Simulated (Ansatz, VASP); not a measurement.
# YHg in VASP and in Ansatz

File INCAR:

```
  ALGO = Normal
  EDIFF = 1E-8
  ENCUT = 520
  GGA = CA
  ISIF = 2
  ISMEAR = -1
  LASPH = True
  LCHARG = False
  LEFG = True
  LREAL = False
  LWAVE = False
  NBANDS = 18
  NELM = 100
  PREC = Accurate
  SIGMA = 0.08
```

Contents of KPOINTS:

```
k-points
0
Gamma
  11 11 11
```

File POSCAR:

```
YHg
1.0
    3.6820000000      0.0000000000      0.0000000000
    0.0000000000      3.6820000000      0.0000000000
    0.0000000000      0.0000000000      3.7188200000
Y Hg
1 1
Direct
    0.5000000000      0.5000000000      0.5000000000
    0.0000000000      0.0000000000      0.0000000000
```

Input for Ansatz:

```yaml
crystal:
  lattice:
    - [3.682, 0.0, 0.0]
    - [0.0, 3.682, 0.0]
    - [0.0, 0.0, 3.71882]
  atoms:
    - { symbol: "Y", position: [0.5, 0.5, 0.5] }
    - { symbol: Hg, position: [0.0, 0.0, 0.0] }
kpoints:
  mp_grid: { grid: [11, 11, 11] }
scf:
  occupations: { method: fermi_dirac, width: 0.08 }
hamiltonian:
  xc: lda
  pseudopotentials: { kind: all_electron, datasets: crystal }
output:
  forces: true
  stress: true
  eigenvalues: true
  efg: { contact_densities: true }
```

Change from the starting cell: zz strain of +1 %, crystal datasets.

Alike in both runs: task electric field gradients; functional LDA; k mesh 11 × 11 × 11; occupations fermi-dirac, width 0.08 eV; no spin polarisation.

|  | VASP | Ansatz |
| --- | --- | --- |
| version | VASP 6.6.1 | Ansatz 0.2.0 |
| potentials or method | VASP PAW LDA potentials, release 64 (Y_sv, Hg), cutoff 520 eV | all-electron PAW with datasets made for the crystal, scalar-relativistic |

```csv
,VASP,Ansatz,Ansatz less VASP
pressure (GPa),-3.9,-4.1,-0.19
"traceless stress, the component that is largest in VASP (GPa)",-0.21,-0.20,+0.001
size of Vzz on the site where it differs most (V/Å²),5.6,5.1,-0.51
```

LDA's correlation is that of Perdew and Zunger in VASP and of Perdew and Wang (1992) in Ansatz. Ansatz ran all-electron here, and VASP with PAW potentials.

Neither program's run includes spin-orbit coupling.
